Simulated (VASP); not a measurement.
# W (Im-3m) in VASP: a series of runs

The runs below take W through single point, with PBE.

Everything below comes from runs of VASP 6.6.1. Logs are shortened: lines on timing, memory, paths and dates and some standing lists are left out, and cuts for length are marked.

**1. The cell of the first run**

The structure is cubic, space group Im-3m (No. 229). Conventional cell: a = 2.857 Å, b = 2.857 Å, c = 2.857 Å, α = 90.00°, β = 90.00°, γ = 90.00°. Within 3.3 Å of W (site symmetry m-3m) lie 14 W at 2.47 to 2.86 Å.

**2. Single point, PBE**

Contents of INCAR:

```
  PREC = Accurate
  ENCUT = 520
  EDIFF = 1E-6
  ISMEAR = -1
  SIGMA = 0.1
  LREAL = F
  LASPH = T
  NELM = 100
  ALGO = Normal
  ISIF = 2
  LWAVE = F
  LCHARG = F
  GGA = PE
  NBANDS = 13
```

Contents of KPOINTS:

```
Automatic mesh
0
Gamma
  19 19 19
```

Contents of POSCAR:

```
W
1.0
   -1.4284307582      1.4284307582      1.4284307582
    1.4284307582     -1.4284307582      1.4284307582
    1.4284307582      1.4284307582     -1.4284307582
W
1
Direct
    0.0000000000      0.0000000000      0.0000000000
```

Potentials or basis: VASP PAW PBE potentials, release 64 (W_sv).

Command:

```
cat potpaw_PBE.64/W_sv/POTCAR > POTCAR
mpirun -np 1 vasp_std > vasp.out
```

OUTCAR:

```text
PREC = Accurate
   ENCUT = 520
   EDIFF = 1E-6
   ISMEAR = -1
   LREAL = F
   LASPH = T
   NELM = 100
   ISIF = 2
   GGA = PE

 ion  position               nearest neighbor table
   1  0.000  0.000  0.000-

  LATTYP: Found a body centered cubic cell.
 ALAT       =     2.8568615164

  Lattice vectors:

 A1 = (  -1.4284307582,   1.4284307582,   1.4284307582)
 A2 = (   1.4284307582,  -1.4284307582,   1.4284307582)
 A3 = (   1.4284307582,   1.4284307582,  -1.4284307582)

Analysis of symmetry for initial positions (statically):
=====================================================================
 Subroutine PRICEL returns:
 Original cell was already a primitive cell.

 Routine SETGRP: Setting up the symmetry group for a
 body centered cubic supercell.

 Subroutine GETGRP returns: Found 48 space group operations
 (whereof 48 operations were pure point group operations)
 out of a pool of 48 trial point group operations.

The static configuration has the point symmetry O_h .

Analysis of symmetry for dynamics (positions and initial velocities):
=====================================================================
 Subroutine PRICEL returns:
 Original cell was already a primitive cell.

 Routine SETGRP: Setting up the symmetry group for a
 body centered cubic supercell.

 Subroutine GETGRP returns: Found 48 space group operations
 (whereof 48 operations were pure point group operations)
 out of a pool of 48 trial point group operations.

The dynamic configuration has the point symmetry O_h .

 Subroutine INISYM returns: Found 48 space group operations
 (whereof 48 operations are pure point group operations),
 and found     1 'primitive' translations

----------------------------------------------------------------------------------------

                                     Primitive cell

  volume of cell :      11.6584

  direct lattice vectors                    reciprocal lattice vectors
    -1.428430758  1.428430758  1.428430758     0.000000000  0.350034468  0.350034468
     1.428430758 -1.428430758  1.428430758     0.350034468  0.000000000  0.350034468
     1.428430758  1.428430758 -1.428430758     0.350034468  0.350034468  0.000000000

  length of vectors
     2.474114648  2.474114648  2.474114648     0.495023491  0.495023491  0.495023491

  position of ions in fractional coordinates (direct lattice)
     0.000000000  0.000000000  0.000000000

  ion indices of the primitive-cell ions
   primitive index   ion index
                 1           1

----------------------------------------------------------------------------------------

 KPOINTS: Automatic mesh

Automatic generation of k-mesh.
 Grid dimensions read from file:
 generate k-points for:   19   19   19

 Generating k-lattice:

  Cartesian coordinates                     Fractional coordinates (reciprocal lattice)
     0.000000000  0.018422867  0.018422867     0.052631579  0.000000000  0.000000000
     0.018422867  0.000000000  0.018422867     0.000000000  0.052631579  0.000000000
     0.018422867  0.018422867  0.000000000     0.000000000  0.000000000  0.052631579

  Length of vectors
     0.026053868  0.026053868  0.026053868

  Shift w.r.t. Gamma in fractional coordinates (k-lattice)
     0.000000000  0.000000000  0.000000000

 Subroutine IBZKPT returns following result:
 ===========================================

 Found    220 irreducible k-points:

 Following reciprocal coordinates:
            Coordinates               Weight
  0.000000  0.000000  0.000000      1.000000
  0.052632  0.000000  0.000000     12.000000
  0.105263  0.000000  0.000000     12.000000
  0.157895  0.000000  0.000000     12.000000
  0.210526  0.000000  0.000000     12.000000
  0.263158  0.000000  0.000000     12.000000
[... 16 lines left out ...]
  0.263158  0.105263  0.000000     48.000000
  0.315789  0.105263  0.000000     48.000000
 [... further k-points ...]
   k-points           NKPTS =    220   k-points in BZ     NKDIM =    220   number of bands    NBANDS=     13
   number of dos      NEDOS =    301   number of ions     NIONS =      1
   total plane-waves  NPLWV =   5832
   dimension x,y,z NGX =    18 NGY =   18 NGZ =   18
   dimension x,y,z NGXF=    36 NGYF=   36 NGZF=   36
   ions per type =               1
   NGX,Y,Z   is equivalent  to a cutoff of  12.09, 12.09, 12.09 a.u.
   NGXF,Y,Z  is equivalent  to a cutoff of  24.19, 24.19, 24.19 a.u.
 SYSTEM =  unknown system
   PREC   = accura    normal or accurate (medium, high low for compatibility)
   ISTART =      0    job   : 0-new  1-cont  2-samecut
   ICHARG =      2    charge: 1-file 2-atom 10-const
   ISPIN  =      1    spin polarized calculation?
   LNONCOLLINEAR =      F non collinear calculations
   LSORBIT =      F    spin-orbit coupling
   LASPH  =      T    aspherical Exc in radial PAW
   ENCUT  =  520.0 eV  38.22 Ry    6.18 a.u.   4.60  4.60  4.60*2*pi/ulx,y,z
   NELM   =    100;   NELMIN=  2; NELMDL= -5     # of ELM steps
   EDIFF  = 0.1E-05   stopping-criterion for ELM
   LREAL  =      F    real-space projection
[... 7 lines left out ...]
   TEBEG  =    0.0;   TEEND  =   0.0 temperature during run
   PSTRESS=    0.0 pullay stress
   NELECT =      14.0000    total number of electrons
   NUPDOWN=      -1.0000    fix difference up-down
   EMIN   =  10.00;   EMAX   =-10.00  energy-range for DOS
   EFERMI =   0.00;   METHOD = LEGACY
   ISMEAR =    -1;   SIGMA  =   0.10  broadening in eV -4-tet -1-fermi 0-gaus
   EFERMI_NEDOS =   21; number of points for ismear=-14 and -15
   IALGO  =     38    algorithm
   IMIX   =      4    mixing-type and parameters
     AMIX     =   0.40;   BMIX     =  1.00
     AMIX_MAG =   1.60;   BMIX_MAG =  1.00
  volume/ion in A,a.u.               =      11.66        78.67
  Fermi-wavevector in a.u.,A,eV,Ry     =   1.740090  3.288293 41.197249  3.027912
  Thomas-Fermi vector in A             =   2.812806
   LORBIT       =      0    0 simple, 1 ext, 2 COOP (PROOUT), +10 PAW based schemes
   GGA     = PE    functional components
   LHFCALC =     F    Hartree Fock is set to
   AEXX    =    0.0000 exact exchange contribution
   IVDW    =     0    specifies the selected vdW correction
   LEPSILON=     F    determine dielectric tensor
   LRPA    =     F    only Hartree local field effects (RPA)
 non-spin polarized calculation
  energy-cutoff  :      520.00
  volume of cell :       11.66
 maximum number of plane-waves:       329
   NGX =  9   NGY =  9   NGZ =  9

 number of electron      14.0000002 magnetization

 Free energy of the ion-electron system (eV)
  ---------------------------------------------------
  ext. energy  EPLUGINS =         0.00000000
  ---------------------------------------------------
  free energy    TOTEN  =       -10.88803205 eV

  energy without entropy =      -10.87509746  energy(sigma->0) =      -10.88156476

 E-fermi :  16.6384     XC(G=0): -15.4714

 val. band max:       16.6055092545   @ k =  -0.2632   0.3684   0.1579
 cond. band min:      16.6522484269   @ k =   0.3684   0.0526  -0.0000
 fundamental gap:      0.0467391724
 Fermi energy:        16.6384210790

 k-point     1 :       0.0000    0.0000    0.0000
  band No.  band energies     occupation
      1     -57.6116      2.00000
      2     -20.3311      2.00000
      3     -20.3311      2.00000
      4     -20.3311      2.00000
      5       5.3401      2.00000
      6      14.5317      2.00000
      7      14.5317      2.00000
      8      14.5317      2.00000
      9      19.4104      0.00000
     10      19.4104      0.00000
     11      31.5341      0.00000
     12      31.5341      0.00000
     13      31.5341      0.00000

 k-point     2 :       0.0526    0.0000    0.0000
  band No.  band energies     occupation
      1     -57.5987      2.00000
      2     -20.4371      2.00000
      3     -20.3614      2.00000
      4     -20.3325      2.00000
      5       5.5448      2.00000
      6      14.3993      2.00000
      7      14.5033      2.00000
      8      14.7276      2.00000
      9      19.1648      0.00000
     10      19.4021      0.00000
     11      31.7270      0.00000
     12      31.8569      0.00000
     13      32.1265      0.00000

 k-point     3 :       0.1053    0.0000    0.0000
  band No.  band energies     occupation
      1     -57.5611      2.00000
      2     -20.7368      2.00000
      3     -20.4482      2.00000
      4     -20.3365      2.00000
      5       6.1217      2.00000
      6      14.0358      2.00000
      7      14.3856      2.00000
      8      15.3087      2.00000
      9      18.6636      0.00000
     10      19.3923      0.00000
     11      32.2513      0.00000
     12      32.7911      0.00000
     13      33.6741      0.00000
[... 305 lines left out ...]
 k-point    23 :       0.2632    0.1053    0.0000
  band No.  band energies     occupation
      1     -57.2490      2.00000
      2     -22.7718      2.00000
      3     -21.1409      2.00000
      4     -20.4976      2.00000
      5       9.0459      2.00000
      6      11.9831      2.00000
      7      14.1815      2.00000
      8      18.5174      0.00000
      9      20.6608      0.00000
     10      21.8941      0.00000
     11      32.2848      0.00000
     12      36.0817      0.00000
     13      39.6325      0.00000

 k-point    24 :       0.3158    0.1053    0.0000
  band No.  band energies     occupation
      1     -57.1836      2.00000
      2     -23.1361      2.00000
      3     -21.3062      2.00000
      4     -20.5092      2.00000
      5       8.8459      2.00000
      6      11.6333      2.00000
      7      15.3079      2.00000
      8      19.0890      0.00000
      9      20.9294      0.00000
     10      23.7667      0.00000
     11      31.1924      0.00000
     12      34.9132      0.00000
     13      40.6798      0.00000

 [... further k-points ...]

------------------------ aborting loop because EDIFF is reached ----------------------------------------

  FORCE on cell =-STRESS in cart. coord.  units (eV):
  Direction    XX          YY          ZZ          XY          YZ          ZX
  --------------------------------------------------------------------------------------
  -------------------------------------------------------------------------------------
  Total       14.1633696     14.1633696     14.1633696     -0.0000000     -0.0000000      0.0000000
  in kB     1946.4336253   1946.4336253   1946.4336253     -0.0000000     -0.0000000      0.0000000
  external PRESSURE =    1946.4336253 kB  Pullay stress =       0.0000000 kB

 VOLUME and BASIS-vectors are now :
 -----------------------------------------------------------------------------
  energy-cutoff  :      520.00
  volume of cell :       11.66
      direct lattice vectors                 reciprocal lattice vectors
    -1.428430758  1.428430758  1.428430758     0.000000000  0.350034468  0.350034468
     1.428430758 -1.428430758  1.428430758     0.350034468  0.000000000  0.350034468
     1.428430758  1.428430758 -1.428430758     0.350034468  0.350034468  0.000000000

 POSITION                                       TOTAL-FORCE (eV/Angst)
 -----------------------------------------------------------------------------------
      0.00000      0.00000      0.00000         0.000000      0.000000     -0.000000
 -----------------------------------------------------------------------------------
    total drift:                                0.000000     -0.000000      0.000000

  FREE ENERGIE OF THE ION-ELECTRON SYSTEM (eV)
  ---------------------------------------------------
  free  energy   TOTEN  =       -10.8880320536 eV

  energy  without entropy=      -10.8750974622  energy(sigma->0) =      -10.88156476
```

It took 12 s on 1 thread of AMD EPYC 9R45 (Zen 5), shared host; peak memory 0.11 GiB.

What came out:

```yaml
Free_energy: -10.8880 eV
Pressure: 194.6 GPa
Band_gap_on_the_k_mesh: zero (band 7 reaches 23.66 eV, above the bottom of band 8 at 14.53 eV)
```

Levels at points of the mesh, in eV from the Fermi level:
```tsv
k point	band 4	band 5	band 6	band 7	band 8	band 9	band 10	band 11
(0.00, 0.00, 0.00)	-36.97	-11.30	-2.11	-2.11	-2.11	2.77	2.77	14.90
```

Caveat: spin-orbit coupling is left out, which moves the levels of the heavy elements.

**3. Single point, PBE**

Contents of INCAR:

```
PREC = Accurate ; ENCUT = 520
EDIFF = 1E-7 ; ISMEAR = -1
SIGMA = 0.1 ; LREAL = F
LASPH = T ; NELM = 60
ALGO = Normal ; ISIF = 2
LWAVE = F ; LCHARG = T
GGA = PE ; LELF = T
LVHAR = T ; NBANDS = 13
```

Contents of KPOINTS:

```
regular mesh
0
Gamma
  19 19 19
```

Contents of POSCAR:

```
W
1.0
   -1.4278916335      1.4278916335      1.4278916335
    1.4278916335     -1.4278916335      1.4278916335
    1.4278916335      1.4278916335     -1.4278916335
W
1
Direct
    0.0000000000      0.0000000000      0.0000000000
```

Potentials or basis: VASP PAW PBE potentials, release 64 (W_sv).

Command:

```
cat potpaw_PBE.64/W_sv/POTCAR > POTCAR
mpirun -np 1 vasp_std > vasp.out
```

It took 14 s on 1 thread of AMD EPYC 9R45 (Zen 5), shared host; peak memory 0.11 GiB.

The run converged. Its results:

| Item | Value |
| --- | --- |
| Free energy | -10.8719 eV |
| Pressure | 195.8 GPa |
| Band gap on the k mesh | zero (band 7 reaches 23.69 eV, above the bottom of band 8 at 14.55 eV) |

Levels at points of the mesh, in eV from the Fermi level:
```tsv
k point	band 4	band 5	band 6	band 7	band 8	band 9	band 10	band 11
(0.00, 0.00, 0.00)	-36.97	-11.30	-2.11	-2.11	-2.11	2.77	2.77	14.90
```

Caveat: spin-orbit coupling is left out, which moves the levels of the heavy elements.
